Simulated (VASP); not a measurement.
# Mo (Im-3m) in VASP: further runs, part 2 of 2

VASP 6.6.1. The steps go on from the part before.

## Step 4: Single point, PBE

Contents of INCAR:

```
SYSTEM = Mo
PREC = Accurate
ENCUT = 520
EDIFF = 1E-6
ISMEAR = 1
SIGMA = 1.0
LREAL = .FALSE.
LASPH = .TRUE.
NELM = 100
ALGO = Normal
ISIF = 2
LWAVE = .FALSE.
LCHARG = .FALSE.
GGA = PE
NBANDS = 13
```

Contents of KPOINTS:

```
Automatic mesh
0
G
  14 14 14
  0 0 0
```

Contents of POSCAR:

```
Mo
1.0
   -1.5813793950      1.5813793950      1.5813793950
    1.5813793950     -1.5813793950      1.5813793950
    1.5813793950      1.5813793950     -1.5813793950
Mo
1
Direct
    0.0000000000      0.0000000000      0.0000000000
```

Potentials or basis: VASP PAW PBE potentials, release 64 (Mo_sv).

The run is started by

```console
cat potpaw_PBE.64/Mo_sv/POTCAR > POTCAR
mpirun -np 1 vasp_std > vasp.out
```

OUTCAR:

```text
SYSTEM = Mo
   PREC = Accurate
   ENCUT = 520
   EDIFF = 1E-6
   ISMEAR = 1
   LREAL = .FALSE.
   LASPH = .TRUE.
   NELM = 100
   ISIF = 2
   GGA = PE

 ion  position               nearest neighbor table
   1  0.000  0.000  0.000-

  LATTYP: Found a body centered cubic cell.
 ALAT       =     3.1627587900

  Lattice vectors:

 A1 = (  -1.5813793950,   1.5813793950,   1.5813793950)
 A2 = (   1.5813793950,  -1.5813793950,   1.5813793950)
 A3 = (   1.5813793950,   1.5813793950,  -1.5813793950)

Analysis of symmetry for initial positions (statically):
=====================================================================
 Subroutine PRICEL returns:
 Original cell was already a primitive cell.

 Routine SETGRP: Setting up the symmetry group for a
 body centered cubic supercell.

 Subroutine GETGRP returns: Found 48 space group operations
 (whereof 48 operations were pure point group operations)
 out of a pool of 48 trial point group operations.

The static configuration has the point symmetry O_h .

Analysis of symmetry for dynamics (positions and initial velocities):
=====================================================================
 Subroutine PRICEL returns:
 Original cell was already a primitive cell.

 Routine SETGRP: Setting up the symmetry group for a
 body centered cubic supercell.

 Subroutine GETGRP returns: Found 48 space group operations
 (whereof 48 operations were pure point group operations)
 out of a pool of 48 trial point group operations.

The dynamic configuration has the point symmetry O_h .

 Subroutine INISYM returns: Found 48 space group operations
 (whereof 48 operations are pure point group operations),
 and found     1 'primitive' translations

----------------------------------------------------------------------------------------

                                     Primitive cell

  volume of cell :      15.8186

  direct lattice vectors                    reciprocal lattice vectors
    -1.581379395  1.581379395  1.581379395     0.000000000  0.316179660  0.316179660
     1.581379395 -1.581379395  1.581379395     0.316179660  0.000000000  0.316179660
     1.581379395  1.581379395 -1.581379395     0.316179660  0.316179660  0.000000000

  length of vectors
     2.739029458  2.739029458  2.739029458     0.447145564  0.447145564  0.447145564

  position of ions in fractional coordinates (direct lattice)
     0.000000000  0.000000000  0.000000000

  ion indices of the primitive-cell ions
   primitive index   ion index
                 1           1

----------------------------------------------------------------------------------------

 KPOINTS: Automatic mesh

Automatic generation of k-mesh.
 Grid dimensions read from file:
 generate k-points for:   14   14   14

 Generating k-lattice:

  Cartesian coordinates                     Fractional coordinates (reciprocal lattice)
     0.000000000  0.022584261  0.022584261     0.071428571  0.000000000  0.000000000
     0.022584261  0.000000000  0.022584261     0.000000000  0.071428571  0.000000000
     0.022584261  0.022584261  0.000000000     0.000000000  0.000000000  0.071428571

  Length of vectors
     0.031938969  0.031938969  0.031938969

  Shift w.r.t. Gamma in fractional coordinates (k-lattice)
     0.000000000  0.000000000  0.000000000

 Subroutine IBZKPT returns following result:
 ===========================================

 Found    104 irreducible k-points:

 Following reciprocal coordinates:
            Coordinates               Weight
  0.000000  0.000000  0.000000      1.000000
  0.071429  0.000000  0.000000     12.000000
  0.142857  0.000000  0.000000     12.000000
  0.214286  0.000000  0.000000     12.000000
  0.285714  0.000000  0.000000     12.000000
  0.357143  0.000000  0.000000     12.000000
[... 16 lines left out ...]
  0.285714  0.285714  0.000000     24.000000
  0.357143  0.285714  0.000000     24.000000
 [... further k-points ...]
   k-points           NKPTS =    104   k-points in BZ     NKDIM =    104   number of bands    NBANDS=     13
   number of dos      NEDOS =    301   number of ions     NIONS =      1
   total plane-waves  NPLWV =   8000
   dimension x,y,z NGX =    20 NGY =   20 NGZ =   20
   dimension x,y,z NGXF=    40 NGYF=   40 NGZF=   40
   ions per type =               1
   NGX,Y,Z   is equivalent  to a cutoff of  12.14, 12.14, 12.14 a.u.
   NGXF,Y,Z  is equivalent  to a cutoff of  24.28, 24.28, 24.28 a.u.
 SYSTEM =  Mo
   PREC   = accura    normal or accurate (medium, high low for compatibility)
   ISTART =      0    job   : 0-new  1-cont  2-samecut
   ICHARG =      2    charge: 1-file 2-atom 10-const
   ISPIN  =      1    spin polarized calculation?
   LNONCOLLINEAR =      F non collinear calculations
   LSORBIT =      F    spin-orbit coupling
   LASPH  =      T    aspherical Exc in radial PAW
   ENCUT  =  520.0 eV  38.22 Ry    6.18 a.u.   5.09  5.09  5.09*2*pi/ulx,y,z
   NELM   =    100;   NELMIN=  2; NELMDL= -5     # of ELM steps
   EDIFF  = 0.1E-05   stopping-criterion for ELM
   LREAL  =      F    real-space projection
   EDIFFG = 0.1E-04   stopping-criterion for IOM
   NSW    =      0    number of steps for IOM
   IBRION =     -1    ionic relax: 0-MD 1-quasi-New 2-CG
   NFREE  =      0    steps in history (QN), initial steepest desc. (CG)
   ISIF   =      2    stress and relaxation
   ISYM   =      2    0-nonsym 1-usesym 2-fastsym
   POTIM  = 0.5000    time-step for ionic-motion
   TEBEG  =    0.0;   TEEND  =   0.0 temperature during run
   PSTRESS=    0.0 pullay stress
   NELECT =      14.0000    total number of electrons
   NUPDOWN=      -1.0000    fix difference up-down
   EMIN   =  10.00;   EMAX   =-10.00  energy-range for DOS
   EFERMI =   0.00;   METHOD = LEGACY
   ISMEAR =     1;   SIGMA  =   1.00  broadening in eV -4-tet -1-fermi 0-gaus
   EFERMI_NEDOS =   21; number of points for ismear=-14 and -15
   IALGO  =     38    algorithm
   IMIX   =      4    mixing-type and parameters
     AMIX     =   0.40;   BMIX     =  1.00
     AMIX_MAG =   1.60;   BMIX_MAG =  1.00
  volume/ion in A,a.u.               =      15.82       106.75
  Fermi-wavevector in a.u.,A,eV,Ry     =   1.571791  2.970254 33.613555  2.470527
  Thomas-Fermi vector in A             =   2.673322
   LORBIT       =      0    0 simple, 1 ext, 2 COOP (PROOUT), +10 PAW based schemes
   GGA     = PE    functional components
   LHFCALC =     F    Hartree Fock is set to
   AEXX    =    0.0000 exact exchange contribution
   IVDW    =     0    specifies the selected vdW correction
   LEPSILON=     F    determine dielectric tensor
   LRPA    =     F    only Hartree local field effects (RPA)
 non-spin polarized calculation
 Methfessel and Paxton  Order N= 1 SIGMA  =   1.00
  energy-cutoff  :      520.00
  volume of cell :       15.82
 maximum number of plane-waves:       438
   NGX = 11   NGY = 11   NGZ = 11

 number of electron      14.0000004 magnetization

 Free energy of the ion-electron system (eV)
  ---------------------------------------------------
  ext. energy  EPLUGINS =         0.00000000
  ---------------------------------------------------
  free energy    TOTEN  =       -10.91467302 eV

  energy without entropy =      -10.98778375  energy(sigma->0) =      -10.93904326

 E-fermi :  12.3609     XC(G=0): -13.3242

 val. band max:       12.2615843798   @ k =  -0.2857   0.2857   0.2857
 cond. band min:      12.3656044877   @ k =   0.5000   0.5000   0.2857
 fundamental gap:      0.1040201079
 Fermi energy:        12.3608941948

 k-point     1 :       0.0000    0.0000    0.0000
  band No.  band energies     occupation
      1     -48.8843      2.00000
      2     -22.1768      2.00000
      3     -22.1768      2.00000
      4     -22.1768      2.00000
      5       5.2066      2.00000
      6      11.0585      2.06925
      7      11.0585      2.06925
      8      11.0585      2.06925
      9      14.0395     -0.03898
     10      14.0395     -0.03898
     11      27.2174     -0.00000
     12      27.2174     -0.00000
     13      27.2174     -0.00000
[... 353 lines left out ...]
 k-point    24 :       0.3571    0.2857    0.0000
  band No.  band energies     occupation
      1     -48.6022      2.00000
      2     -23.2112      2.00000
      3     -23.0046      2.00000
      4     -22.3450      2.00000
      5       8.5871      2.00000
      6       9.7630      2.00148
      7      10.5001      2.02441
      8      14.2585     -0.02194
      9      14.7378     -0.00394
     10      21.6555     -0.00000
     11      22.4471     -0.00000
     12      23.7756     -0.00000
     13      29.5141     -0.00000

 [... further k-points ...]

------------------------ aborting loop because EDIFF is reached ----------------------------------------

  FORCE on cell =-STRESS in cart. coord.  units (eV):
  Direction    XX          YY          ZZ          XY          YZ          ZX
  --------------------------------------------------------------------------------------
  -------------------------------------------------------------------------------------
  Total       -0.0813170     -0.0813170     -0.0813170      0.0000000      0.0000000     -0.0000000
  in kB       -8.2361374     -8.2361374     -8.2361374      0.0000000      0.0000000     -0.0000000
  external PRESSURE =      -8.2361374 kB  Pullay stress =       0.0000000 kB

 VOLUME and BASIS-vectors are now :
 -----------------------------------------------------------------------------
  energy-cutoff  :      520.00
  volume of cell :       15.82
      direct lattice vectors                 reciprocal lattice vectors
    -1.581379395  1.581379395  1.581379395     0.000000000  0.316179660  0.316179660
     1.581379395 -1.581379395  1.581379395     0.316179660  0.000000000  0.316179660
     1.581379395  1.581379395 -1.581379395     0.316179660  0.316179660  0.000000000

 POSITION                                       TOTAL-FORCE (eV/Angst)
 -----------------------------------------------------------------------------------
      0.00000      0.00000      0.00000        -0.000000      0.000000     -0.000000
 -----------------------------------------------------------------------------------
    total drift:                                0.000000     -0.000000     -0.000000

  FREE ENERGIE OF THE ION-ELECTRON SYSTEM (eV)
  ---------------------------------------------------
  free  energy   TOTEN  =       -10.9146730154 eV

  energy  without entropy=      -10.9877837525  energy(sigma->0) =      -10.93904326
```

stdout:

```text
POSCAR found type information on POSCAR Mo
 POSCAR found :  1 types and       1 ions
 scaLAPACK will be used
 LDA part: xc-table for (Slater+PW92), standard interpolation
 POSCAR, INCAR and KPOINTS ok, starting setup
 FFT: planning ... GRIDC
 FFT: planning ... GRID_SOFT
 FFT: planning ... GRID
 WAVECAR not read
 entering main loop
```

It took 14 s on 1 thread of Intel Xeon Platinum 8259CL at 2.50GHz (Skylake/Cascade Lake), shared host; peak memory 0.14 GiB.

Results:

| Property | Result |
| --- | --- |
| Free energy | -10.9147 eV |
| Pressure | -0.8 GPa |
| Band gap on the k mesh | zero (band 7 reaches 16.31 eV, above the bottom of band 8 at 11.06 eV) |

Levels at points of the mesh, in eV from the Fermi level:
```csv
k point,band 4,band 5,band 6,band 7,band 8,band 9,band 10,band 11
"(0.00, 0.00, 0.00)",-34.54,-7.15,-1.30,-1.30,-1.30,1.68,1.68,14.86
"(0.50, 0.00, 0.00)",-34.55,-5.21,-3.31,1.62,1.70,2.32,4.70,11.50
"(0.50, 0.50, 0.50)",-35.47,-5.31,-5.31,3.95,3.95,3.95,9.01,9.01
```

## Step 5: Single point, PBE

Contents of INCAR:

```
  PREC = Accurate
  ENCUT = 520
  EDIFF = 1E-7
  ISMEAR = 1
  SIGMA = 1.0
  LREAL = F
  LASPH = T
  NELM = 60
  ALGO = Normal
  ISIF = 2
  LWAVE = F
  LCHARG = T
  GGA = PE
  LELF = T
  LVHAR = T
  NBANDS = 13
```

Contents of KPOINTS:

```
regular mesh
0
Gamma
  14 14 14
```

POSCAR is that of step 4.

The run is started by

```console
cat potpaw_PBE.64/Mo_sv/POTCAR > POTCAR
mpirun -np 1 vasp_std > vasp.out
```

It took 20 s on 1 thread of Intel Xeon Platinum 8259CL at 2.50GHz (Skylake/Cascade Lake), shared host; peak memory 0.13 GiB.

The run converged. Its results:

```
Free energy            : -10.9147 eV
Pressure               : -0.8 GPa
Band gap on the k mesh : zero (band 7 reaches 16.31 eV, above the bottom of band 8 at 11.06 eV)
```

Levels at points of the mesh, in eV from the Fermi level:
```tsv
k point	band 5	band 6	band 7	band 8	band 9	band 10
(0.00, 0.00, 0.00)	-7.15	-1.30	-1.30	-1.30	1.68	1.68
(0.50, 0.00, 0.00)	-5.21	-3.31	1.62	1.70	2.32	4.70
(0.50, 0.50, 0.50)	-5.31	-5.31	3.95	3.95	3.95	9.01
```

## Step 6: Single point, PBE

Contents of INCAR:

```
SYSTEM = Mo
PREC = Accurate
ENCUT = 520
EDIFF = 1E-7
ISMEAR = -1
SIGMA = 0.1
LREAL = .FALSE.
LASPH = .TRUE.
NELM = 80
ALGO = Normal
ISIF = 2
LWAVE = .FALSE.
LCHARG = .FALSE.
GGA = PE
NBANDS = 13
```

Contents of KPOINTS:

```
regular mesh
0
G
  15 15 15
  0 0 0
```

POSCAR is that of step 5.

Potentials or basis: VASP PAW PBE potentials, release 64 (Mo_sv).

The run is started by

```console
cat potpaw_PBE.64/Mo_sv/POTCAR > POTCAR
mpirun -np 1 vasp_std > vasp.out
```

OUTCAR:

```text
SYSTEM = Mo
   PREC = Accurate
   ENCUT = 520
   EDIFF = 1E-7
   ISMEAR = -1
   LREAL = .FALSE.
   LASPH = .TRUE.
   NELM = 80
   ISIF = 2
   GGA = PE

 ion  position               nearest neighbor table
   1  0.000  0.000  0.000-

  LATTYP: Found a body centered cubic cell.
 ALAT       =     3.1627587900

  Lattice vectors:

 A1 = (  -1.5813793950,   1.5813793950,   1.5813793950)
 A2 = (   1.5813793950,  -1.5813793950,   1.5813793950)
[... 562 lines left out ...]
     13      28.5581      0.00000

 [... further k-points ...]

------------------------ aborting loop because EDIFF is reached ----------------------------------------

  FORCE on cell =-STRESS in cart. coord.  units (eV):
  Direction    XX          YY          ZZ          XY          YZ          ZX
  --------------------------------------------------------------------------------------
  -------------------------------------------------------------------------------------
  Total        0.0210949      0.0210949      0.0210949      0.0000000     -0.0000000      0.0000000
  in kB        2.1365839      2.1365839      2.1365839      0.0000000     -0.0000000      0.0000000
  external PRESSURE =       2.1365839 kB  Pullay stress =       0.0000000 kB

 VOLUME and BASIS-vectors are now :
 -----------------------------------------------------------------------------
  energy-cutoff  :      520.00
  volume of cell :       15.82
      direct lattice vectors                 reciprocal lattice vectors
    -1.581379395  1.581379395  1.581379395     0.000000000  0.316179660  0.316179660
     1.581379395 -1.581379395  1.581379395     0.316179660  0.000000000  0.316179660
     1.581379395  1.581379395 -1.581379395     0.316179660  0.316179660  0.000000000

 POSITION                                       TOTAL-FORCE (eV/Angst)
 -----------------------------------------------------------------------------------
      0.00000      0.00000      0.00000         0.000000      0.000000      0.000000
 -----------------------------------------------------------------------------------
    total drift:                                0.000000     -0.000000      0.000000

  FREE ENERGIE OF THE ION-ELECTRON SYSTEM (eV)
  ---------------------------------------------------
  free  energy   TOTEN  =       -10.9439832788 eV

  energy  without entropy=      -10.9217720792  energy(sigma->0) =      -10.93287768
```

OSZICAR:

```text
N       E                     dE             d eps       ncg     rms          rms(c)
DAV:   1     0.935516224948E+02    0.93552E+02   -0.81267E+03  3144   0.110E+03
DAV:   2    -0.103876836867E+02   -0.10394E+03   -0.10038E+03  3630   0.313E+02
DAV:   3    -0.116071713405E+02   -0.12195E+01   -0.12168E+01  3490   0.335E+01
DAV:   4    -0.116098250748E+02   -0.26537E-02   -0.26537E-02  3495   0.194E+00
DAV:   5    -0.116098423725E+02   -0.17298E-04   -0.17298E-04  3505   0.139E-01    0.143E+01
DAV:   6    -0.110263089764E+02    0.58353E+00   -0.73149E-01  3180   0.105E+01    0.383E+00
DAV:   7    -0.109476560200E+02    0.78653E-01   -0.14167E-01  3445   0.440E+00    0.963E-01
DAV:   8    -0.109438982363E+02    0.37578E-02   -0.40305E-03  3230   0.811E-01    0.195E-01
DAV:   9    -0.109439735845E+02   -0.75348E-04   -0.96262E-05  3660   0.120E-01    0.815E-02
DAV:  10    -0.109439832945E+02   -0.97100E-05   -0.12479E-05  3240   0.412E-02    0.691E-03
DAV:  11    -0.109439834779E+02   -0.18342E-06   -0.13262E-07  2957   0.398E-03    0.149E-03
DAV:  12    -0.109439832728E+02    0.20507E-06   -0.12823E-08  1665   0.144E-03    0.706E-05
DAV:  13    -0.109439832788E+02   -0.59651E-08   -0.11280E-09  1610   0.415E-04
   1 F= -.10943983E+02 E0= -.10932878E+02  d E =-.222112E-01
```

Wall time 20 s (1 thread of Intel Xeon Platinum 8259CL at 2.50GHz (Skylake/Cascade Lake), shared host); peak memory 0.13 GiB.

What came out:

| Item | Value |
| --- | --- |
| Free energy | -10.9440 eV |
| Pressure | 0.2 GPa |
| Band gap on the k mesh | zero (band 7 reaches 16.03 eV, above the bottom of band 8 at 11.06 eV) |

## Step 7: Overview

```tsv
k mesh	smearing	gap on the mesh (eV)	pressure (GPa)
14 × 14 × 14	methfessel-paxton 0.3 eV	none	0.5
14 × 14 × 14	methfessel-paxton 0.6 eV	none	0.1
14 × 14 × 14	methfessel-paxton 1 eV	none	-0.8
15 × 15 × 15	fermi-dirac 0.1 eV	none	0.2
```

Alike in all rows: task single point; level PBE; potentials or basis VASP PAW PBE potentials, release 64 (Mo_sv); no spin polarisation; cell as given; cutoff (eV) 520.

Every run on the cell as given and a fine mesh finds a metal.

Total energies depend on the potentials used, so only differences within one code and one set of settings carry meaning.
